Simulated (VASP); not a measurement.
**SiC: vibrations by perturbation theory with LDA**

Crystal: SiC.

```
CELL_PARAMETERS angstrom
2.16449 2.16449 0.00000
-2.16449 2.16449 0.00000
0.00000 2.16449 2.16449
ATOMIC_POSITIONS crystal
Si 0.00000 0.00000 0.00000
C 0.75000 0.25000 0.50000
```

| Quantity | Value |
| --- | --- |
| Program | VASP 6.6.1 |
| Task | vibrations by perturbation theory |
| Functional | LDA |
| Potentials or basis | VASP PAW LDA potentials, release 64 (Si, C) |
| Cutoff | 520 eV |
| k mesh | 10 × 10 × 10 |
| Occupations | gaussian, width 0.01 eV |
| Spin | no spin polarisation |
| Dipole correction | no |
| Further INCAR settings | ALGO = Normal; EDIFF = 1e-08; NBANDS = 11; IBRION = 8; NSW = 1 |

```yaml
Highest_phonon_frequency_at_Γ_LO-TO_splitting_left_out: 798 cm⁻¹
```

Phonon frequencies in cm⁻¹ (negative: imaginary):
```csv
q point,frequencies
"(0.000, 0.000, 0.000)",0 0 0 798 798 798
```

Wall time 96 s on 1 thread of Intel Xeon 8259CL, with other jobs on the host, peak memory 0.2 GiB.
